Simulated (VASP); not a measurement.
Here is a VASP 6.6.1 calculation.

INCAR

```
ALGO = Normal
EDIFF = 1E-6
ENCUT = 520
GGA = PE
ISIF = 2
ISMEAR = 0
IVDW = 12
LASPH = T
LCHARG = F
LREAL = F
LWAVE = F
NBANDS = 17
NELM = 100
PREC = Accurate
SIGMA = 0.03
```

Contents of KPOINTS:

```
k-points
0
Gamma
  10 10 10
```

File POSCAR:

```
PbSe
1.0
    0.0000000000      3.1222445041      3.1728248650
    3.1222445041      0.0000000000      3.1728248650
    3.1222445041      3.1222445041      0.0000000000
Pb Se
1 1
Direct
    0.0000000000      0.0000000000      0.0000000000
    0.5000000000      0.5000000000      0.5000000000
```

Potentials or basis: VASP PAW PBE potentials, release 64 (Pb_d, Se).

Launch:

```sh
$ cat potpaw_PBE.64/Pb_d/POTCAR potpaw_PBE.64/Se/POTCAR > POTCAR
$ mpirun -np 1 vasp_std > vasp.out
```

(1) Predict the band gap on the k mesh.

(2) What does it give for the dispersion energy per atom?

(3) Predict the pressure.

## Answers

(1) 0.51 eV.

(2) -0.342 eV.

(3) -2.8 GPa.

Caveat: spin-orbit coupling is left out, which moves the levels of the heavy elements.
